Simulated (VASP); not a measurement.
A run of VASP 6.6.1 is set up as follows.

Contents of POSCAR:

```
GaN
1.0
    6.3778600000      0.0000000000      0.0000000000
   -1.5944650000      2.7616950000      0.0000000000
    0.0000000000      0.0000000000      5.1923570000
Ga N
4 4
Direct
    0.3479980000      0.3250190000      0.5021260000
    0.1675850000      0.6771430000      0.9882830000
    0.8276470000      0.3386260000      0.4948660000
    0.6466110000      0.6816020000      0.9960650000
    0.3307320000      0.3239070000      0.8676370000
    0.1613740000      0.6602390000      0.3737070000
    0.8286710000      0.3367000000      0.8776870000
    0.6669980000      0.6559490000      0.3773920000
```

INCAR.step1

```
PREC = Accurate
ENCUT = 520
EDIFF = 1E-5
ISMEAR = 0
SIGMA = 0.01
LREAL = F
LASPH = T
NELM = 120
ALGO = Normal
ISIF = 2
LWAVE = T
LCHARG = F
GGA = PE
NBANDS = 46
GGA_COMPAT = F
```

Contents of INCAR.step2:

```
PREC = Accurate
ENCUT = 520
EDIFF = 1E-6
ISMEAR = 0
SIGMA = 0.01
LREAL = F
LASPH = T
NELM = 120
ALGO = Normal
ISIF = 2
LWAVE = F
LCHARG = F
GGA = PE
LHFCALC = T
HFSCREEN = 0.2079
PRECFOCK = Normal
ISTART = 1
NBANDS = 46
GGA_COMPAT = F
```

The input KPOINTS:

```
regular mesh
0
Gamma
  1 1 1
```

Potentials or basis: VASP PAW PBE potentials, release 64 (Ga_d, N).

Run with:

```sh
$ cat potpaw_PBE.64/Ga_d/POTCAR potpaw_PBE.64/N/POTCAR > POTCAR
$ cp INCAR.step1 INCAR
$ mpirun -np 1 vasp_gam > vasp.out
$ cp INCAR.step2 INCAR
$ mpirun -np 1 vasp_gam > vasp.out
```

Task: Predict the largest force.

Result: 2.962 eV/Å.

Task: Estimate the pressure.

Result: 6.8 GPa.

Forces in eV/Å, atoms in the order of the input:
```
Ga  -1.138  0.164 -0.491
Ga  -1.813 -1.818  1.477
Ga   2.589  0.247  0.928
Ga   1.400 -0.532  0.776
N    1.057  1.335 -0.323
N   -0.592 -0.821 -0.579
N    0.852  1.400 -0.713
N   -2.355  0.024 -1.075
```

Caveat: the k points lie up to 1.97 Å⁻¹ apart; the PAW data sets were made with another functional, which shifts forces and pressure a little.
